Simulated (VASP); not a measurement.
Ti:

```
Ti
1.0
     0.00000    2.01638    2.01638
     2.01638    0.00000    2.01638
     2.01638    2.01638    0.00000
Ti
1
Direct
  0.00000 0.00000 0.00000
```

This cell differs from its parent crystal: volume scaled by 0.98.

Base run:

- Program: VASP 6.6.1
- Functional: PBE
- Potentials or basis: VASP PAW PBE potentials, release 64 (Ti_sv)
- Cutoff: 520 eV
- k mesh: 11 × 11 × 11
- Occupations: fermi-dirac, width 0.05 eV
- Spin: no spin polarisation

Its results: band gap on the k mesh zero (band 6 reaches 9.77 eV, above the bottom of band 7 at 8.56 eV); pressure 6.3 GPa.

Task: The run is repeated on the same cell with these changes: functional from PBE to PBEsol; further incar settings from ALGO = Fast; EDIFF = 1e-06; NBANDS = 12 to ALGO = Normal; EDIFF = 1e-06; NBANDS = 12. What comes out?

Result: Band gap on the k mesh zero (band 6 reaches 9.64 eV, above the bottom of band 7 at 8.43 eV); pressure 1.5 GPa.

Caveats: the PAW data sets were made with another functional, which shifts forces and pressure a little (some runs).
